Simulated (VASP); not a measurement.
# CoW3 (Fm-3m) in VASP: single point with PBE

Aim: the single point of CoW3 with PBE.

All numbers are computed with VASP 6.6.1; they aren't measurements. Logs are shortened: lines on timing, memory, paths and dates and some standing lists are left out, and cuts for length are marked.

## 1. The cell of the first run

Symmetry: Fm-3m, No. 225, cubic system. The conventional cell has a = 6.213 Å, b = 6.213 Å, c = 6.213 Å, α = 90.00°, β = 90.00°, γ = 90.00°. W (site symmetry -43m) has 10 W at 2.69 to 3.11 Å and 4 Co at 2.69 Å within 3.5 Å. W (site symmetry m-3m) has 8 W at 2.69 Å and 6 Co at 3.11 Å within 3.5 Å. Within 3.5 Å of Co (site symmetry m-3m) lie 14 W at 2.69 to 3.11 Å.

## 2. Single point, PBE, collinear spin, ferromagnetic start

INCAR reads:

```
SYSTEM = CoW3
PREC = Accurate
ENCUT = 520
EDIFF = 1E-6
ISMEAR = 0
SIGMA = 0.1
LREAL = .FALSE.
LASPH = .TRUE.
NELM = 150
ALGO = Normal
ISIF = 2
LWAVE = .FALSE.
LCHARG = .TRUE.
ISPIN = 2
MAGMOM = 0 0 0 3.5
LORBIT = 11
LMAXMIX = 4
GGA = PE
LELF = .TRUE.
LVHAR = .TRUE.
NBANDS = 38
```

KPOINTS reads:

```
Automatic mesh
0
G
  12 12 12
  0 0 0
```

POSCAR reads:

```
CoW3
1.0
    0.0000000000      3.1063930068      3.1063930068
    3.1063930068      0.0000000000      3.1063930068
    3.1063930068      3.1063930068      0.0000000000
W Co
3 1
Direct
    0.2500000000      0.2500000000      0.2500000000
    0.7500000000      0.7500000000      0.7500000000
    0.5000000000      0.5000000000      0.5000000000
    0.0000000000      0.0000000000      0.0000000000
```

Potentials or basis: VASP PAW PBE potentials, release 64 (W_sv, Co).

Run with:

```bash
> cat potpaw_PBE.64/W_sv/POTCAR potpaw_PBE.64/Co/POTCAR > POTCAR
> mpirun -np 1 vasp_std > vasp.out
```

OUTCAR:

```text
SYSTEM = CoW3
   PREC = Accurate
   ENCUT = 520
   EDIFF = 1E-6
   ISMEAR = 0
   LREAL = .FALSE.
   LASPH = .TRUE.
   NELM = 150
   ISIF = 2
   ISPIN = 2
   LORBIT = 11
   GGA = PE

 ion  position               nearest neighbor table
   1  0.250  0.250  0.250-   3 2.69   4 2.69   4 2.69   4 2.69   4 2.69   3 2.69   3 2.69   3 2.69
                             2 3.11   2 3.11   2 3.11   2 3.11   2 3.11   2 3.11
   2  0.750  0.750  0.750-   3 2.69   4 2.69   3 2.69   3 2.69   3 2.69   4 2.69   4 2.69   4 2.69
                             1 3.11   1 3.11   1 3.11   1 3.11   1 3.11   1 3.11
   3  0.500  0.500  0.500-   1 2.69   2 2.69   1 2.69   1 2.69   1 2.69   2 2.69   2 2.69   2 2.69
                             4 3.11   4 3.11   4 3.11   4 3.11   4 3.11   4 3.11
   4  0.000  0.000  0.000-   1 2.69   2 2.69   2 2.69   2 2.69   2 2.69   1 2.69   1 2.69   1 2.69
                             3 3.11   3 3.11   3 3.11   3 3.11   3 3.11   3 3.11

  LATTYP: Found a face centered cubic cell.
 ALAT       =     6.2127860136

  Lattice vectors:

 A1 = (   0.0000000000,   3.1063930068,   3.1063930068)
 A2 = (   3.1063930068,   0.0000000000,   3.1063930068)
 A3 = (   3.1063930068,   3.1063930068,   0.0000000000)

Analysis of symmetry for initial positions (statically):
=====================================================================
 Subroutine PRICEL returns:
 Original cell was already a primitive cell.

 Routine SETGRP: Setting up the symmetry group for a
 face centered cubic supercell.

 Subroutine GETGRP returns: Found 48 space group operations
 (whereof 48 operations were pure point group operations)
 out of a pool of 48 trial point group operations.

The static configuration has the point symmetry O_h .

Analysis of symmetry for dynamics (positions and initial velocities):
=====================================================================
 Subroutine PRICEL returns:
 Original cell was already a primitive cell.

 Routine SETGRP: Setting up the symmetry group for a
 face centered cubic supercell.

 Subroutine GETGRP returns: Found 48 space group operations
 (whereof 48 operations were pure point group operations)
 out of a pool of 48 trial point group operations.

The dynamic configuration has the point symmetry O_h .

Analysis of structural, dynamic, and magnetic symmetry:
=====================================================================
 Subroutine PRICEL returns:
 Original cell was already a primitive cell.

 Routine SETGRP: Setting up the symmetry group for a
 face centered cubic supercell.

 Subroutine GETGRP returns: Found 48 space group operations
 (whereof 48 operations were pure point group operations)
 out of a pool of 48 trial point group operations.

The overall configuration has the point symmetry O_h .

 Subroutine INISYM returns: Found 48 space group operations
 (whereof 48 operations are pure point group operations),
 and found     1 'primitive' translations

----------------------------------------------------------------------------------------

                                     Primitive cell

  volume of cell :      59.9514

  direct lattice vectors                    reciprocal lattice vectors
     0.000000000  3.106393007  3.106393007    -0.160958385  0.160958385  0.160958385
     3.106393007  0.000000000  3.106393007     0.160958385 -0.160958385  0.160958385
     3.106393007  3.106393007  0.000000000     0.160958385  0.160958385 -0.160958385

  length of vectors
     4.393103120  4.393103120  4.393103120     0.278788100  0.278788100  0.278788100

  position of ions in fractional coordinates (direct lattice)
     0.250000000  0.250000000  0.250000000
     0.750000000  0.750000000  0.750000000
     0.500000000  0.500000000  0.500000000
     0.000000000  0.000000000  0.000000000

  ion indices of the primitive-cell ions
   primitive index   ion index
                 1           1
                 2           2
                 3           3
                 4           4

----------------------------------------------------------------------------------------

 KPOINTS: Automatic mesh

Automatic generation of k-mesh.
 Grid dimensions read from file:
 generate k-points for:   12   12   12

 Generating k-lattice:

  Cartesian coordinates                     Fractional coordinates (reciprocal lattice)
[... 21 lines left out ...]
  0.333333  0.000000  0.000000      8.000000
  0.416667  0.000000  0.000000      8.000000
[... 16 lines left out ...]
  0.500000  0.166667  0.000000     24.000000
 -0.416667  0.166667  0.000000     24.000000
 [... further k-points ...]
   k-points           NKPTS =     72   k-points in BZ     NKDIM =     72   number of bands    NBANDS=     38
   number of dos      NEDOS =    301   number of ions     NIONS =      4
   total plane-waves  NPLWV =  46656
   dimension x,y,z NGX =    36 NGY =   36 NGZ =   36
   dimension x,y,z NGXF=    72 NGYF=   72 NGZF=   72
   ions per type =               3   1
   NGX,Y,Z   is equivalent  to a cutoff of  13.62, 13.62, 13.62 a.u.
   NGXF,Y,Z  is equivalent  to a cutoff of  27.25, 27.25, 27.25 a.u.
 SYSTEM =  CoW3
   PREC   = accura    normal or accurate (medium, high low for compatibility)
   ISTART =      0    job   : 0-new  1-cont  2-samecut
   ICHARG =      2    charge: 1-file 2-atom 10-const
   ISPIN  =      2    spin polarized calculation?
   LNONCOLLINEAR =      F non collinear calculations
   LSORBIT =      F    spin-orbit coupling
   LASPH  =      T    aspherical Exc in radial PAW
   ENCUT  =  520.0 eV  38.22 Ry    6.18 a.u.   8.17  8.17  8.17*2*pi/ulx,y,z
   NELM   =    150;   NELMIN=  2; NELMDL= -5     # of ELM steps
   EDIFF  = 0.1E-05   stopping-criterion for ELM
   LREAL  =      F    real-space projection
   EDIFFG = 0.1E-04   stopping-criterion for IOM
   NSW    =      0    number of steps for IOM
   IBRION =     -1    ionic relax: 0-MD 1-quasi-New 2-CG
   NFREE  =      0    steps in history (QN), initial steepest desc. (CG)
   ISIF   =      2    stress and relaxation
   ISYM   =      2    0-nonsym 1-usesym 2-fastsym
   POTIM  = 0.5000    time-step for ionic-motion
   TEBEG  =    0.0;   TEEND  =   0.0 temperature during run
   PSTRESS=    0.0 pullay stress
   NELECT =      51.0000    total number of electrons
   NUPDOWN=      -1.0000    fix difference up-down
   EMIN   =  10.00;   EMAX   =-10.00  energy-range for DOS
   EFERMI =   0.00;   METHOD = LEGACY
   ISMEAR =     0;   SIGMA  =   0.10  broadening in eV -4-tet -1-fermi 0-gaus
   EFERMI_NEDOS =   21; number of points for ismear=-14 and -15
   IALGO  =     38    algorithm
   IMIX   =      4    mixing-type and parameters
     AMIX     =   0.40;   BMIX     =  1.00
     AMIX_MAG =   1.60;   BMIX_MAG =  1.00
  volume/ion in A,a.u.               =      14.99       101.14
  Fermi-wavevector in a.u.,A,eV,Ry     =   1.551191  2.931325 32.738232  2.406192
  Thomas-Fermi vector in A             =   2.655746
   LORBIT       =     11    0 simple, 1 ext, 2 COOP (PROOUT), +10 PAW based schemes
   GGA     = PE    functional components
   LHFCALC =     F    Hartree Fock is set to
   AEXX    =    0.0000 exact exchange contribution
   IVDW    =     0    specifies the selected vdW correction
   LEPSILON=     F    determine dielectric tensor
   LRPA    =     F    only Hartree local field effects (RPA)
 spin polarized calculation
 Gauss-broadening in eV      SIGMA  =   0.10
  energy-cutoff  :      520.00
  volume of cell :       59.95
 maximum number of plane-waves:      1639
 NGX is ok and might be reduce to    36
   NGX = 17   NGY = 17   NGZ = 17

 number of electron      50.9999997 magnetization       1.5611371

 Free energy of the ion-electron system (eV)
  ---------------------------------------------------
  ext. energy  EPLUGINS =         0.00000000
  ---------------------------------------------------
  free energy    TOTEN  =       -44.93593571 eV

  energy without entropy =      -44.91225392  energy(sigma->0) =      -44.92409482

 E-fermi :  10.8657     XC(G=0): -13.4390

 val. band max:       10.8611288197   @ k =  -0.2500   0.3333   0.0833
 cond. band min:      10.8679641188   @ k =   0.1667   0.1667   0.0000
 fundamental gap:      0.0068352991
 Fermi energy:        10.8656574189

 spin component 1

 k-point     1 :       0.0000    0.0000    0.0000
  band No.  band energies     occupation
      1     -63.3757      1.00000
      2     -63.3208      1.00000
      3     -62.8417      1.00000
      4     -27.7009      1.00000
      5     -27.7009      1.00000
      6     -27.7009      1.00000
[... 949 lines left out ...]
     36      18.2173      0.00000
     37      19.6566      0.00000

 [... further k-points ...]

 spin component 2

 k-point     1 :       0.0000    0.0000    0.0000
  band No.  band energies     occupation
      1     -63.3090      1.00000
      2     -63.2516      1.00000
      3     -62.8330      1.00000
      4     -27.6367      1.00000
      5     -27.6367      1.00000
      6     -27.6367      1.00000
[... 949 lines left out ...]
     36      18.3434      0.00000
     37      19.8439      0.00000

 [... further k-points ...]

 [bands above 37 left out]

------------------------ aborting loop because EDIFF is reached ----------------------------------------

  FORCE on cell =-STRESS in cart. coord.  units (eV):
  Direction    XX          YY          ZZ          XY          YZ          ZX
  --------------------------------------------------------------------------------------
  -------------------------------------------------------------------------------------
  Total        0.1513474      0.1513474      0.1513474      0.0000000      0.0000000     -0.0000000
  in kB        4.0447004      4.0447004      4.0447004      0.0000000      0.0000000     -0.0000000
  external PRESSURE =       4.0447004 kB  Pullay stress =       0.0000000 kB

 VOLUME and BASIS-vectors are now :
 -----------------------------------------------------------------------------
  energy-cutoff  :      520.00
  volume of cell :       59.95
      direct lattice vectors                 reciprocal lattice vectors
     0.000000000  3.106393007  3.106393007    -0.160958385  0.160958385  0.160958385
     3.106393007  0.000000000  3.106393007     0.160958385 -0.160958385  0.160958385
     3.106393007  3.106393007  0.000000000     0.160958385  0.160958385 -0.160958385

 POSITION                                       TOTAL-FORCE (eV/Angst)
 -----------------------------------------------------------------------------------
      1.55320      1.55320      1.55320        -0.000000     -0.000000     -0.000000
      4.65959      4.65959      4.65959         0.000000      0.000000      0.000000
      3.10639      3.10639      3.10639        -0.000000      0.000000      0.000000
      0.00000      0.00000      0.00000        -0.000000      0.000000      0.000000
 -----------------------------------------------------------------------------------
    total drift:                                0.000000      0.000000      0.000000

  FREE ENERGIE OF THE ION-ELECTRON SYSTEM (eV)
  ---------------------------------------------------
  free  energy   TOTEN  =       -44.9359357125 eV

  energy  without entropy=      -44.9122539237  energy(sigma->0) =      -44.92409482

 total charge

# of ion       s       p       d       tot
------------------------------------------
    1        2.396   6.318   3.283  11.998
    2        2.396   6.318   3.283  11.998
    3        2.447   6.307   3.473  12.227
    4        0.445   0.534   7.244   8.223
--------------------------------------------------
tot          7.685  19.478  17.284  44.447

 magnetization (x)

# of ion       s       p       d       tot
------------------------------------------
    1       -0.001   0.000   0.143   0.143
    2       -0.001   0.000   0.143   0.143
    3        0.010   0.011   0.003   0.025
    4        0.003   0.000   1.230   1.233
--------------------------------------------------
tot          0.012   0.012   1.520   1.543
```

It took 3.8 min on 1 thread of Intel Xeon 6975P-C (Granite Rapids), shared host; peak memory 0.4 GiB.

What came out:

- Free energy: -44.9359 eV
- Pressure: 0.4 GPa
- Net moment: 1.56 μB per cell
- Site moments: W +0.14, +0.03 (each value once); Co +1.23 μB
- Valence electrons inside the program's atomic spheres: W 12.00, 12.23 (each value once); Co 8.22

Caveat: spin-orbit coupling is left out, which moves the levels of the heavy elements.
